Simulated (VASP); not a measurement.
# MgS (m.scan) (Imm2) in VASP: single point with r2SCAN

Aim: the single point of MgS (m.scan) with r2SCAN.

Program: VASP 6.6.1. These are calculated values, not measurements. Logs are shortened: lines on timing, memory, paths and dates and some standing lists are left out, and cuts for length are marked.

**1. The cell of the first run**

The structure is orthorhombic, space group Imm2 (No. 44). The conventional cell has a = 3.989 Å, b = 4.005 Å, c = 5.663 Å, α = 90.00°, β = 90.00°, γ = 90.00°. Within 3.2 Å of Mg (site symmetry mm2) lie 4 S at 2.45 Å. Within 3.2 Å of S (site symmetry mm2) lie 4 Mg at 2.45 Å.

**2. Single point, r2SCAN**

File POSCAR:

```
MgS
1.0
    4.0045551038      0.0000000000      0.0000000000
    0.0000000000      5.6632961391      0.0000000000
    0.0000000000      0.0000000000      3.9890241076
Mg S
2 2
Direct
    0.0000000000     -0.0003757381      0.0000000000
    0.5000000000      0.4996242619      0.5000000000
    0.0000000000      0.2503757381      0.5000000000
    0.5000000000      0.7503757381      0.0000000000
```

File INCAR.step1:

```
PREC = Accurate
ENCUT = 660
ISMEAR = 0
SIGMA = 0.02
LREAL = False
LASPH = True
NELM = 120
NBANDS = 16
GGA = PE
ALGO = Normal
EDIFF = 1E-5
LWAVE = True
LCHARG = False
GGA_COMPAT = False
```

File INCAR.step2:

```
PREC = Accurate
ENCUT = 660
EDIFF = 1E-6
ISMEAR = 0
SIGMA = 0.02
LREAL = False
LASPH = True
NELM = 120
ALGO = Normal
ISIF = 2
LWAVE = False
LCHARG = False
METAGGA = R2SCAN
LMIXTAU = True
NBANDS = 16
ISTART = 1
GGA_COMPAT = False
```

File KPOINTS:

```
Automatic mesh
0
Gamma
  6 4 6
```

Potentials or basis: VASP PAW PBE potentials, release 64 (Mg, S).

On the command line:

```sh
cat potpaw_PBE.64/Mg/POTCAR potpaw_PBE.64/S/POTCAR > POTCAR
cp INCAR.step1 INCAR
mpirun -np 1 vasp_std > vasp.out
cp INCAR.step2 INCAR
mpirun -np 1 vasp_std > vasp.out
```

OUTCAR:

```text
PREC = Accurate
   ENCUT = 660
   EDIFF = 1E-6
   ISMEAR = 0
   LREAL = False
   LASPH = True
   NELM = 120
   ISIF = 2
   METAGGA = R2SCAN
   ISTART = 1

 ion  position               nearest neighbor table
   1  0.000  1.000  0.000-   3 2.45   3 2.45   4 2.45   4 2.45
   2  0.500  0.500  0.500-   4 2.45   4 2.45   3 2.45   3 2.45
   3  0.000  0.250  0.500-   1 2.45   1 2.45   2 2.45   2 2.45
   4  0.500  0.750  0.000-   2 2.45   2 2.45   1 2.45   1 2.45

  LATTYP: Found a simple orthorhombic cell.
 ALAT       =     3.9890241076
 B/A-ratio  =     1.0038934325
 C/A-ratio  =     1.4197197075

  Lattice vectors:

 A1 = (   0.0000000000,   0.0000000000,   3.9890241076)
 A2 = (   4.0045551038,   0.0000000000,   0.0000000000)
 A3 = (   0.0000000000,   5.6632961391,   0.0000000000)

Analysis of symmetry for initial positions (statically):
=====================================================================
 Subroutine PRICEL returns following result:

  LATTYP: Found a body centered orthorhombic cell.
 ALAT       =     3.9890241076
 B/A-ratio  =     1.0038934325
 C/A-ratio  =     1.4197197075

  Lattice vectors:

 A1 = (  -2.0022775519,  -2.8316480696,  -1.9945120538)
 A2 = (   2.0022775519,  -2.8316480695,   1.9945120538)
 A3 = (  -2.0022775519,   2.8316480695,   1.9945120538)

   2 primitive cells build up your supercell.

 Routine SETGRP: Setting up the symmetry group for a
 simple orthorhombic supercell.

 Subroutine GETGRP returns: Found  4 space group operations
 (whereof  4 operations were pure point group operations)
 out of a pool of  8 trial point group operations.

The static configuration has the point symmetry C_2v.

Analysis of symmetry for dynamics (positions and initial velocities):
=====================================================================
 Subroutine PRICEL returns following result:

  LATTYP: Found a body centered orthorhombic cell.
 ALAT       =     3.9890241076
 B/A-ratio  =     1.0038934325
 C/A-ratio  =     1.4197197075

  Lattice vectors:

 A1 = (  -2.0022775519,  -2.8316480696,  -1.9945120538)
 A2 = (   2.0022775519,  -2.8316480695,   1.9945120538)
 A3 = (  -2.0022775519,   2.8316480695,   1.9945120538)

   2 primitive cells build up your supercell.

 Routine SETGRP: Setting up the symmetry group for a
 simple orthorhombic supercell.

 Subroutine GETGRP returns: Found  4 space group operations
 (whereof  4 operations were pure point group operations)
 out of a pool of  8 trial point group operations.

The dynamic configuration has the point symmetry C_2v.

 Subroutine INISYM returns: Found  4 space group operations
 (whereof  4 operations are pure point group operations),
 and found     2 'primitive' translations

----------------------------------------------------------------------------------------

                                     Primitive cell

  volume of cell :      45.2335

  direct lattice vectors                    reciprocal lattice vectors
    -2.002277552 -2.831648070 -1.994512054    -0.249715630 -0.176575615  0.000000000
     2.002277552 -2.831648070  1.994512054     0.000000000 -0.176575615  0.250687881
    -2.002277552  2.831648070  1.994512054    -0.249715630  0.000000000  0.250687881

  length of vectors
     4.000678007  4.000678007  4.000678007     0.305837937  0.306632290  0.353839384

  position of ions in fractional coordinates (direct lattice)
     0.000375738  0.000375738  0.000000000
     0.749624262  0.249624262  0.500000000

  ion indices of the primitive-cell ions
   primitive index   ion index
                 1           1
                 2           4

----------------------------------------------------------------------------------------

 KPOINTS: Automatic mesh

Automatic generation of k-mesh.
 Grid dimensions read from file:
 generate k-points for:    6    4    6

 Generating k-lattice:

  Cartesian coordinates                     Fractional coordinates (reciprocal lattice)
     0.041619272  0.000000000  0.000000000     0.166666667  0.000000000  0.000000000
     0.000000000  0.044143904  0.000000000     0.000000000  0.250000000  0.000000000
     0.000000000  0.000000000  0.041781313     0.000000000  0.000000000  0.166666667

  Length of vectors
     0.041619272  0.044143904  0.041781313

  Shift w.r.t. Gamma in fractional coordinates (k-lattice)
     0.000000000  0.000000000  0.000000000

 Subroutine IBZKPT returns following result:
 ===========================================

 Found     48 irreducible k-points:

 Following reciprocal coordinates:
            Coordinates               Weight
  0.000000  0.000000  0.000000      1.000000
  0.166667  0.000000  0.000000      2.000000
  0.333333  0.000000  0.000000      2.000000
  0.500000  0.000000  0.000000      1.000000
  0.000000  0.250000  0.000000      2.000000
  0.166667  0.250000  0.000000      4.000000
[... 16 lines left out ...]
  0.333333  0.500000  0.166667      4.000000
  0.500000  0.500000  0.166667      2.000000
 [... further k-points ...]
   k-points           NKPTS =     48   k-points in BZ     NKDIM =     48   number of bands    NBANDS=     16
   number of dos      NEDOS =    301   number of ions     NIONS =      4
   total plane-waves  NPLWV =  62208
   dimension x,y,z NGX =    36 NGY =   48 NGZ =   36
   dimension x,y,z NGXF=    72 NGYF=   96 NGZF=   72
   ions per type =               2   2
   NGX,Y,Z   is equivalent  to a cutoff of  14.95, 14.09, 15.00 a.u.
   NGXF,Y,Z  is equivalent  to a cutoff of  29.89, 28.18, 30.01 a.u.
 SYSTEM =  unknown system
   PREC   = accura    normal or accurate (medium, high low for compatibility)
   ISTART =      1    job   : 0-new  1-cont  2-samecut
   ICHARG =      0    charge: 1-file 2-atom 10-const
   ISPIN  =      1    spin polarized calculation?
   LNONCOLLINEAR =      F non collinear calculations
   LSORBIT =      F    spin-orbit coupling
   LASPH  =      T    aspherical Exc in radial PAW
   ENCUT  =  660.0 eV  48.51 Ry    6.96 a.u.   8.39 11.86  8.36*2*pi/ulx,y,z
   NELM   =    120;   NELMIN=  2; NELMDL=  0     # of ELM steps
   EDIFF  = 0.1E-05   stopping-criterion for ELM
   LREAL  =      F    real-space projection
   EDIFFG = 0.1E-04   stopping-criterion for IOM
   NSW    =      0    number of steps for IOM
   IBRION =     -1    ionic relax: 0-MD 1-quasi-New 2-CG
   NFREE  =      0    steps in history (QN), initial steepest desc. (CG)
   ISIF   =      2    stress and relaxation
   ISYM   =      2    0-nonsym 1-usesym 2-fastsym
   POTIM  = 0.5000    time-step for ionic-motion
   TEBEG  =    0.0;   TEEND  =   0.0 temperature during run
   PSTRESS=    0.0 pullay stress
   NELECT =      16.0000    total number of electrons
   NUPDOWN=      -1.0000    fix difference up-down
   EMIN   =  10.00;   EMAX   =-10.00  energy-range for DOS
   EFERMI =   0.00;   METHOD = LEGACY
   ISMEAR =     0;   SIGMA  =   0.02  broadening in eV -4-tet -1-fermi 0-gaus
   EFERMI_NEDOS =   21; number of points for ismear=-14 and -15
   IALGO  =     38    algorithm
   IMIX   =      4    mixing-type and parameters
     AMIX     =   0.40;   BMIX     =  1.00
     AMIX_MAG =   1.60;   BMIX_MAG =  1.00
  volume/ion in A,a.u.               =      22.62       152.63
  Fermi-wavevector in a.u.,A,eV,Ry     =   0.918935  1.736535 11.489323  0.844441
  Thomas-Fermi vector in A             =   2.044072
   LORBIT       =      0    0 simple, 1 ext, 2 COOP (PROOUT), +10 PAW based schemes
   METAGGA = R2SCAN    functional components
   LHFCALC =     F    Hartree Fock is set to
   AEXX    =    0.0000 exact exchange contribution
   IVDW    =     0    specifies the selected vdW correction
   LEPSILON=     F    determine dielectric tensor
   LRPA    =     F    only Hartree local field effects (RPA)
 non-spin polarized calculation
 Gauss-broadening in eV      SIGMA  =   0.02
  energy-cutoff  :      660.00
  volume of cell :       90.47
 maximum number of plane-waves:      3523
 NGX is ok and might be reduce to    36
   NGX = 17   NGY = 23   NGZ = 17

 number of electron      16.0000000 magnetization

 Free energy of the ion-electron system (eV)
  ---------------------------------------------------
  ext. energy  EPLUGINS =         0.00000000
  ---------------------------------------------------
  free energy    TOTEN  =       -30.90260457 eV

  energy without entropy =      -30.90260457  energy(sigma->0) =      -30.90260457

 E-fermi :   0.9352     XC(G=0):  -8.7882

 val. band max:        0.8018080397   @ k =   0.0000   0.0000   0.0000
 cond. band min:       4.9335636216   @ k =   0.0000   0.0000   0.0000
 fundamental gap:      4.1317555818
 Fermi energy:         0.9352188113

 k-point     1 :       0.0000    0.0000    0.0000
  band No.  band energies     occupation
      1     -10.9614      2.00000
      2     -10.0354      2.00000
      3      -2.0453      2.00000
      4      -0.2765      2.00000
      5      -0.2417      2.00000
      6       0.7778      2.00000
[... 8 lines left out ...]
     15      12.2331      0.00000
     16      12.2666      0.00000

 k-point     2 :       0.1667    0.0000    0.0000
  band No.  band energies     occupation
      1     -10.8555      2.00000
      2     -10.0361      2.00000
      3      -1.8809      2.00000
      4      -0.7603      2.00000
      5      -0.1380      2.00000
      6       0.0787      2.00000
[... 8 lines left out ...]
     15      11.3857      0.00000
     16      11.9157      0.00000

 k-point     3 :       0.3333    0.0000    0.0000
  band No.  band energies     occupation
      1     -10.5849      2.00000
      2     -10.0897      2.00000
      3      -1.6127      2.00000
      4      -1.2371      2.00000
      5      -1.0128      2.00000
      6       0.0899      2.00000
[... 8 lines left out ...]
     15      10.4853      0.00000
     16      10.7085      0.00000
[... 362 lines left out ...]
 k-point    23 :       0.3333    0.5000    0.1667
  band No.  band energies     occupation
      1     -10.2756      2.00000
      2     -10.2756      2.00000
      3      -1.9097      2.00000
      4      -1.9097      2.00000
      5      -0.2625      2.00000
      6      -0.2625      2.00000
[... 8 lines left out ...]
     15       9.9831      0.00000
     16       9.9831      0.00000

 k-point    24 :       0.5000    0.5000    0.1667
  band No.  band energies     occupation
      1     -10.2066      2.00000
      2     -10.2066      2.00000
      3      -2.2062      2.00000
      4      -2.2062      2.00000
      5      -0.0605      2.00000
      6      -0.0605      2.00000
[... 8 lines left out ...]
     15      10.5020      0.00000
     16      10.5020      0.00000

 [... further k-points ...]

------------------------ aborting loop because EDIFF is reached ----------------------------------------

  FORCE on cell =-STRESS in cart. coord.  units (eV):
  Direction    XX          YY          ZZ          XY          YZ          ZX
  --------------------------------------------------------------------------------------
  -------------------------------------------------------------------------------------
  Total       -0.0987121     -0.0575538      0.0408604      0.0000000      0.0000000      0.0000000
  in kB       -1.7481992     -1.0192826      0.7236411      0.0000000      0.0000000      0.0000000
  external PRESSURE =      -0.6812802 kB  Pullay stress =       0.0000000 kB

 VOLUME and BASIS-vectors are now :
 -----------------------------------------------------------------------------
  energy-cutoff  :      660.00
  volume of cell :       90.47
      direct lattice vectors                 reciprocal lattice vectors
     4.004555104  0.000000000  0.000000000     0.249715630  0.000000000  0.000000000
     0.000000000  5.663296139  0.000000000     0.000000000  0.176575615  0.000000000
     0.000000000  0.000000000  3.989024108     0.000000000  0.000000000  0.250687881

 POSITION                                       TOTAL-FORCE (eV/Angst)
 -----------------------------------------------------------------------------------
      0.00000      5.66117      0.00000        -0.000000      0.000871      0.000000
      2.00228      2.82952      1.99451        -0.000000      0.000871      0.000000
      0.00000      1.41795      1.99451         0.000000     -0.000871      0.000000
      2.00228      4.24960      0.00000         0.000000     -0.000871      0.000000
 -----------------------------------------------------------------------------------
    total drift:                               -0.000000      0.000170     -0.000000

  FREE ENERGIE OF THE ION-ELECTRON SYSTEM (eV)
  ---------------------------------------------------
  free  energy   TOTEN  =       -30.9026045658 eV

  energy  without entropy=      -30.9026045658  energy(sigma->0) =      -30.90260457
```

Wall time 6.8 min (1 thread of AMD EPYC 7R13 (Zen 3), shared host); peak memory 0.27 GiB.

Results:

```yaml
Free_energy: -30.9026 eV
Pressure: -0.1 GPa
Band_gap_on_the_k_mesh: 4.13 eV
```

Levels at points of the mesh, in eV from the valence-band top:
| k point | band 6 | band 7 | band 8 | band 9 | band 10 | band 11 |
| --- | --- | --- | --- | --- | --- | --- |
| (0.00, 0.00, 0.00) | -0.02 | -0.02 | 0.00 | 4.13 | 4.31 | 6.26 |
| (0.50, 0.00, 0.00) | -1.43 | -0.35 | -0.35 | 7.00 | 7.00 | 7.47 |
| (0.00, 0.50, 0.00) | -0.60 | -0.57 | -0.57 | 5.71 | 5.71 | 7.17 |
| (0.50, 0.50, 0.00) | -0.35 | -0.33 | -0.33 | 5.80 | 5.80 | 8.19 |
| (0.00, 0.00, 0.50) | -1.42 | -0.37 | -0.37 | 6.97 | 6.97 | 7.46 |
| (0.50, 0.00, 0.50) | -1.07 | -1.07 | -1.07 | 4.30 | 4.30 | 6.24 |
| (0.00, 0.50, 0.50) | -0.35 | -0.35 | -0.35 | 5.78 | 5.78 | 8.19 |
| (0.50, 0.50, 0.50) | -1.89 | -1.35 | -1.35 | 5.97 | 5.97 | 8.70 |

Caveat: the PAW data sets were made with another functional, which shifts forces and pressure a little. A k mesh can miss the band edges.
